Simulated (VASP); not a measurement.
# MgO (Fm-3m) in VASP: notebook, part 2 of 3

VASP 6.6.1.

**3. Phonons, r2SCAN**

This run uses another cell than the first one, of 8.80 Å³/atom.

Contents of INCAR:

```
SYSTEM = MgO
  ALGO = Normal
  EDIFF = 1E-8
  ENCUT = 520
  IBRION = 6
  ISIF = 2
  ISMEAR = 0
  LASPH = .True.
  LCHARG = .True.
  LMIXTAU = .True.
  LREAL = .False.
  LWAVE = .False.
  METAGGA = R2SCAN
  NBANDS = 11
  NELM = 60
  NFREE = 2
  NSW = 1
  POTIM = 0.015
  PREC = Accurate
  SIGMA = 0.01
```

Contents of KPOINTS:

```
k-points
0
Gamma
  10 10 10
  0 0 0
```

Contents of POSCAR:

```
MgO
1.0
    2.0648443373      2.0648443373      0.0000000000
   -2.0648443373      2.0648443373      0.0000000000
    0.0000000000      2.0648443373      2.0648443373
Mg O
1 1
Direct
    0.0000000000      0.0000000000      0.0000000000
    0.5000000000      0.5000000000      0.0000000000
```

Potentials or basis: VASP PAW PBE potentials, release 64 (Mg, O).

Launch:

```bash
$ cat potpaw_PBE.64/Mg/POTCAR potpaw_PBE.64/O/POTCAR > POTCAR
$ mpirun -np 1 vasp_std > vasp.out
```

OUTCAR:

```text
SYSTEM = MgO
   EDIFF = 1E-8
   ENCUT = 520
   IBRION = 6
   ISIF = 2
   ISMEAR = 0
   LASPH = .True.
   LREAL = .False.
   METAGGA = R2SCAN
   NELM = 60
   NFREE = 2
   NSW = 1
   POTIM = 0.015
   PREC = Accurate

 ion  position               nearest neighbor table
   1  0.000  0.000  0.000-   2 2.06   2 2.06   2 2.06   2 2.06   2 2.06   2 2.06
   2  0.500  0.500  0.000-   1 2.06   1 2.06   1 2.06   1 2.06   1 2.06   1 2.06

  LATTYP: Found a face centered cubic cell.
 ALAT       =     4.1296886746

  Lattice vectors:

 A1 = (   0.0000000000,   2.0648443373,   2.0648443373)
 A2 = (   2.0648443373,   0.0000000000,   2.0648443373)
 A3 = (   2.0648443373,   2.0648443373,   0.0000000000)

Analysis of symmetry for initial positions (statically):
=====================================================================
 Subroutine PRICEL returns:
 Original cell was already a primitive cell.

 Routine SETGRP: Setting up the symmetry group for a
 face centered cubic supercell.

 Subroutine GETGRP returns: Found 48 space group operations
 (whereof 48 operations were pure point group operations)
 out of a pool of 48 trial point group operations.

The static configuration has the point symmetry O_h .

Analysis of symmetry for dynamics (positions and initial velocities):
=====================================================================
 Subroutine PRICEL returns:
 Original cell was already a primitive cell.

 Routine SETGRP: Setting up the symmetry group for a
 face centered cubic supercell.

 Subroutine GETGRP returns: Found 48 space group operations
 (whereof 48 operations were pure point group operations)
 out of a pool of 48 trial point group operations.

The dynamic configuration has the point symmetry O_h .

 Subroutine INISYM returns: Found 48 space group operations
 (whereof 48 operations are pure point group operations),
 and found     1 'primitive' translations

----------------------------------------------------------------------------------------

                                     Primitive cell

  volume of cell :      17.6073

  direct lattice vectors                    reciprocal lattice vectors
     2.064844337  2.064844337  0.000000000     0.242149004  0.242149004 -0.242149004
    -2.064844337  2.064844337  0.000000000    -0.242149004  0.242149004 -0.242149004
     0.000000000  2.064844337  2.064844337     0.000000000  0.000000000  0.484298008

  length of vectors
     2.920130866  2.920130866  2.920130866     0.419414378  0.419414378  0.484298008

  position of ions in fractional coordinates (direct lattice)
     0.000000000  0.000000000  0.000000000
     0.500000000  0.500000000  0.000000000

  ion indices of the primitive-cell ions
[... 104 lines left out ...]
   LEPSILON=     F    determine dielectric tensor
   LRPA    =     F    only Hartree local field effects (RPA)
 finite differences with symmetry
 non-spin polarized calculation
 Gauss-broadening in eV      SIGMA  =   0.01
  energy-cutoff  :      520.00
  volume of cell :       17.61
 maximum number of plane-waves:       495
 NGX is ok and might be reduce to    24
   NGX = 11   NGY = 11   NGZ = 11

--------------------------------------- Ionic step        1  -------------------------------------------

 number of electron       7.9999998 magnetization

 Free energy of the ion-electron system (eV)
  ---------------------------------------------------
  ext. energy  EPLUGINS =         0.00000000
  ---------------------------------------------------
  free energy    TOTEN  =       -16.13756840 eV

  energy without entropy =      -16.13756840  energy(sigma->0) =      -16.13756840

------------------------ aborting loop because EDIFF is reached ----------------------------------------

  FORCE on cell =-STRESS in cart. coord.  units (eV):
  Direction    XX          YY          ZZ          XY          YZ          ZX
  --------------------------------------------------------------------------------------
  -------------------------------------------------------------------------------------
  Total        0.9729392      0.9729392      0.9729392      0.0000000      0.0000000     -0.0000000
  in kB       88.5328270     88.5328270     88.5328270      0.0000000      0.0000000     -0.0000000
  external PRESSURE =      88.5328270 kB  Pullay stress =       0.0000000 kB
[... 131 lines left out ...]
--------------------------------------- Ionic step        5  -------------------------------------------

 number of electron       7.9999999 magnetization

 Free energy of the ion-electron system (eV)
  ---------------------------------------------------
  ext. energy  EPLUGINS =         0.00000000
  ---------------------------------------------------
  free energy    TOTEN  =       -16.13676704 eV

  energy without entropy =      -16.13676704  energy(sigma->0) =      -16.13676704

 E-fermi :   3.4023     XC(G=0): -11.9032

 val. band max:        3.2252550155   @ k =   0.0000   0.0000   0.0000
 cond. band min:       9.4516954767   @ k =   0.0000   0.0000   0.0000
 fundamental gap:      6.2264404612
 Fermi energy:         3.4023074581

 k-point     1 :       0.0000    0.0000    0.0000
  band No.  band energies     occupation
      1     -15.2877      2.00000
      2       3.2250      2.00000
      3       3.2253      2.00000
      4       3.2253      2.00000
      5       9.4517      0.00000
      6      20.4076      0.00000
      7      20.4082      0.00000
      8      20.4082      0.00000
      9      24.7255      0.00000
     10      26.5605      0.00000
     11      26.5616      0.00000
[... 309 lines left out ...]
 k-point    24 :       0.4000    0.3000    0.0000
  band No.  band energies     occupation
      1     -13.6383      2.00000
      2      -0.5522      2.00000
      3       0.3862      2.00000
      4       2.0764      2.00000
      5      14.7096      0.00000
      6      17.0490      0.00000
      7      17.6737      0.00000
      8      23.1257      0.00000
      9      23.9352      0.00000
     10      29.2526      0.00000
     11      33.2251      0.00000

 [... further k-points ...]
[... 5 lines left out ...]
  --------------------------------------------------------------------------------------
  -------------------------------------------------------------------------------------
  Total        0.9836684      0.9719607      0.9719607      0.0000000      0.0000000      0.0000000
  in kB       89.5091363     88.4437876     88.4437876      0.0000000      0.0000000      0.0000000
  external PRESSURE =      88.7989038 kB  Pullay stress =       0.0000000 kB
[... 17 lines left out ...]
  FREE ENERGIE OF THE ION-ELECTRON SYSTEM (eV)
  ---------------------------------------------------
  free  energy   TOTEN  =       -16.1367670351 eV

  energy  without entropy=      -16.1367670351  energy(sigma->0) =      -16.13676704

 INTERNAL STRAIN TENSORS FROM DISPLACED ATOMS
 ============================================

 INTERNAL STRAIN TENSOR FOR ION    1 for displacements in x,y,z  (eV/Angst):
          X           Y           Z          XY          YZ          ZX
  --------------------------------------------------------------------------------
  x     0.00000     0.00000     0.00000     0.00000     0.00000     0.00000
  y     0.00000     0.00000     0.00000     0.00000     0.00000     0.00000
  z     0.00000     0.00000     0.00000     0.00000     0.00000     0.00000

 INTERNAL STRAIN TENSOR FOR ION    2 for displacements in x,y,z  (eV/Angst):
          X           Y           Z          XY          YZ          ZX
  --------------------------------------------------------------------------------
  x     0.00000     0.00000     0.00000     0.00000     0.00000     0.00000
  y     0.00000     0.00000     0.00000     0.00000     0.00000     0.00000
  z     0.00000     0.00000     0.00000     0.00000     0.00000     0.00000

 Eigenvectors and eigenvalues of the dynamical matrix
 ----------------------------------------------------

   1 f  =   13.582050 THz    85.338539 2PiTHz  453.048435 cm-1    56.170822 meV
             X         Y         Z           dx          dy          dz
      0.000000  0.000000  0.000000    -0.625924   -0.000000   -0.000000
      0.000000  2.064844  0.000000     0.779884    0.000000    0.000000
[... 21 lines left out ...]
   6 f/i=    0.072147 THz     0.453313 2PiTHz    2.406565 cm-1     0.298376 meV
             X         Y         Z           dx          dy          dz
      0.000000  0.000000  0.000000    -0.777389   -0.062334    0.000000
      0.000000  2.064844  0.000000    -0.623922   -0.050028    0.000000

 ELASTIC MODULI CONTR FROM IONIC RELAXATION (kBar)
 Direction    XX          YY          ZZ          XY          YZ          ZX
 --------------------------------------------------------------------------------
 XX           0.0000      0.0000      0.0000      0.0000      0.0000      0.0000
 YY           0.0000      0.0000      0.0000      0.0000      0.0000      0.0000
 ZZ           0.0000      0.0000      0.0000      0.0000      0.0000      0.0000
 XY           0.0000      0.0000      0.0000      0.0000      0.0000      0.0000
 YZ           0.0000      0.0000      0.0000      0.0000      0.0000      0.0000
 ZX           0.0000      0.0000      0.0000      0.0000      0.0000      0.0000
 --------------------------------------------------------------------------------
```

OSZICAR:

```text
N       E                     dE             d eps       ncg     rms          rms(c)
DAV:   1     0.720283340194E+01    0.72028E+01   -0.50432E+03  1210   0.678E+02
DAV:   2    -0.192548126553E+02   -0.26458E+02   -0.26017E+02  1169   0.142E+02
DAV:   3    -0.197849545252E+02   -0.53014E+00   -0.52993E+00  1246   0.169E+01
DAV:   4    -0.197863534288E+02   -0.13989E-02   -0.13989E-02  1148   0.977E-01
[... 64 lines left out ...]
DAV:   9    -0.161367664334E+02    0.92677E-06   -0.80207E-07  2322   0.890E-03    0.457E-04
DAV:  10    -0.161367670361E+02   -0.60270E-06   -0.87568E-08  2415   0.274E-03    0.142E-04
DAV:  11    -0.161367670188E+02    0.17314E-07   -0.42554E-09  2337   0.741E-04    0.694E-05
DAV:  12    -0.161367670410E+02   -0.22196E-07   -0.97048E-10  1197   0.332E-04    0.467E-05
DAV:  13    -0.161367670351E+02    0.59366E-08   -0.76290E-11  1161   0.874E-05
   5 F= -.16136767E+02 E0= -.16136767E+02  d E =-.950747-141
```

Run time: 6.8 min. Hardware: 1 thread of Intel Xeon 8259CL, shared host; peak memory 0.18 GiB.

Results:

```
Highest phonon frequency at Γ, LO-TO splitting left out : 453 cm⁻¹
```

Phonon frequencies in cm⁻¹ (negative: imaginary):
```csv
q point,frequencies
"(0.000, 0.000, 0.000)",-2 -2 -2 453 453 453
```

Caveat: the cell stands under pressure or tension, which shifts response properties; the PAW data sets were made with another functional, which shifts forces and pressure a little.

**4. Phonons, r2SCAN**

This run uses another cell than the first one, of 8.94 Å³/atom.

Contents of INCAR:

```
SYSTEM = MgO
PREC = Accurate
ENCUT = 520
EDIFF = 1E-8
ISMEAR = 0
SIGMA = 0.01
LREAL = .False.
LASPH = .True.
NELM = 80
ALGO = Normal
ISIF = 2
LWAVE = .False.
LCHARG = .True.
METAGGA = R2SCAN
LMIXTAU = .True.
NBANDS = 11
IBRION = 6
NFREE = 2
POTIM = 0.015
NSW = 1
```

Contents of KPOINTS:

```
regular mesh
0
Gamma
  10 10 10
  0 0 0
```

Contents of POSCAR:

```
MgO
1.0
    2.0751564207      2.0751564207      0.0000000000
   -2.0751564207      2.0751564207      0.0000000000
    0.0000000000      2.0751564207      2.0751564207
Mg O
1 1
Direct
    0.0000000000      0.0000000000      0.0000000000
    0.5000000000      0.5000000000      0.0000000000
```

Potentials or basis: VASP PAW PBE potentials, release 64 (Mg, O).

Launch:

```bash
$ cat potpaw_PBE.64/Mg/POTCAR potpaw_PBE.64/O/POTCAR > POTCAR
$ mpirun -np 1 vasp_std > vasp.out
```

OUTCAR:

```text
SYSTEM = MgO
   PREC = Accurate
   ENCUT = 520
   EDIFF = 1E-8
   ISMEAR = 0
   LREAL = .False.
   LASPH = .True.
   NELM = 80
   ISIF = 2
   METAGGA = R2SCAN
   IBRION = 6
   NFREE = 2
   POTIM = 0.015
   NSW = 1

 ion  position               nearest neighbor table
   1  0.000  0.000  0.000-   2 2.08   2 2.08   2 2.08   2 2.08   2 2.08   2 2.08
   2  0.500  0.500  0.000-   1 2.08   1 2.08   1 2.08   1 2.08   1 2.08   1 2.08

  LATTYP: Found a face centered cubic cell.
 ALAT       =     4.1503128414

  Lattice vectors:

 A1 = (   0.0000000000,   2.0751564207,   2.0751564207)
 A2 = (   2.0751564207,   0.0000000000,   2.0751564207)
 A3 = (   2.0751564207,   2.0751564207,   0.0000000000)

Analysis of symmetry for initial positions (statically):
[... 680 lines left out ...]
  Total        0.6630270      0.6519841      0.6519841     -0.0000000     -0.0000000      0.0000000
  in kB       59.4373291     58.4473793     58.4473793     -0.0000000     -0.0000000      0.0000000
  external PRESSURE =      58.7773626 kB  Pullay stress =       0.0000000 kB
[... 17 lines left out ...]
  FREE ENERGIE OF THE ION-ELECTRON SYSTEM (eV)
  ---------------------------------------------------
  free  energy   TOTEN  =       -16.1493609705 eV

  energy  without entropy=      -16.1493609705  energy(sigma->0) =      -16.14936097

 INTERNAL STRAIN TENSORS FROM DISPLACED ATOMS
 ============================================

 INTERNAL STRAIN TENSOR FOR ION    1 for displacements in x,y,z  (eV/Angst):
          X           Y           Z          XY          YZ          ZX
  --------------------------------------------------------------------------------
  x     0.00000     0.00000     0.00000     0.00000     0.00000     0.00000
  y     0.00000     0.00000     0.00000     0.00000     0.00000     0.00000
  z     0.00000     0.00000     0.00000     0.00000     0.00000     0.00000

 INTERNAL STRAIN TENSOR FOR ION    2 for displacements in x,y,z  (eV/Angst):
          X           Y           Z          XY          YZ          ZX
  --------------------------------------------------------------------------------
  x     0.00000     0.00000     0.00000     0.00000     0.00000     0.00000
  y     0.00000     0.00000     0.00000     0.00000     0.00000     0.00000
  z     0.00000     0.00000     0.00000     0.00000     0.00000     0.00000

 Eigenvectors and eigenvalues of the dynamical matrix
 ----------------------------------------------------

   1 f  =   13.142127 THz    82.574417 2PiTHz  438.374158 cm-1    54.351444 meV
             X         Y         Z           dx          dy          dz
      0.000000  0.000000  0.000000     0.625750    0.000000    0.000000
      0.000000  2.075156  0.000000    -0.780023   -0.000000    0.000000
[... 21 lines left out ...]
   6 f/i=    0.072741 THz     0.457046 2PiTHz    2.426384 cm-1     0.300833 meV
             X         Y         Z           dx          dy          dz
      0.000000  0.000000  0.000000     0.780023    0.000000   -0.000000
      0.000000  2.075156  0.000000     0.625750    0.000000    0.000000

 ELASTIC MODULI CONTR FROM IONIC RELAXATION (kBar)
 Direction    XX          YY          ZZ          XY          YZ          ZX
 --------------------------------------------------------------------------------
 XX           0.0000      0.0000      0.0000      0.0000      0.0000      0.0000
 YY           0.0000      0.0000      0.0000      0.0000      0.0000      0.0000
 ZZ           0.0000      0.0000      0.0000      0.0000      0.0000      0.0000
 XY           0.0000      0.0000      0.0000      0.0000      0.0000      0.0000
 YZ           0.0000      0.0000      0.0000      0.0000      0.0000      0.0000
 ZX           0.0000      0.0000      0.0000      0.0000      0.0000      0.0000
 --------------------------------------------------------------------------------
```

stdout:

```text
POSCAR found type information on POSCAR MgO
 POSCAR found :  2 types and       2 ions
 scaLAPACK will be used
 -----------------------------------------------------------------------------
|                                                                             |
|                                                                             |
|     You enforced a specific xc type in the INCAR file but a different       |
|     I HOPE YOU KNOW WHAT YOU ARE DOING!                                     |
|                                                                             |
 -----------------------------------------------------------------------------

 LDA part: xc-table for (None), standard interpolation
 POSCAR, INCAR and KPOINTS ok, starting setup
 FFT: planning ... GRIDC
 FFT: planning ... GRID_SOFT
 FFT: planning ... GRID
 WAVECAR not read
 entering main loop
 Found     2 degrees of freedom:
 Finite differences POTIM= 0.01500 DOF=   2
 bond charge predicted
 Finite differences progress:
 bond charge predicted
 Finite differences progress:
 bond charge predicted
 Finite differences progress:
 bond charge predicted
 Finite differences progress:
```

It took 6 min on 1 thread of Intel Xeon 8259CL, shared host; peak memory 0.18 GiB.

Results:

```yaml
Highest_phonon_frequency_at_Γ_LO-TO_splitting_left_out: 438 cm⁻¹
```

Phonon frequencies in cm⁻¹ (negative: imaginary):
```
              q point           frequencies
(0.000, 0.000, 0.000)  -2 -2 -2 438 438 438
```

Caveat: the cell stands under pressure or tension, which shifts response properties; the PAW data sets were made with another functional, which shifts forces and pressure a little.

[end of part 2 of 3]
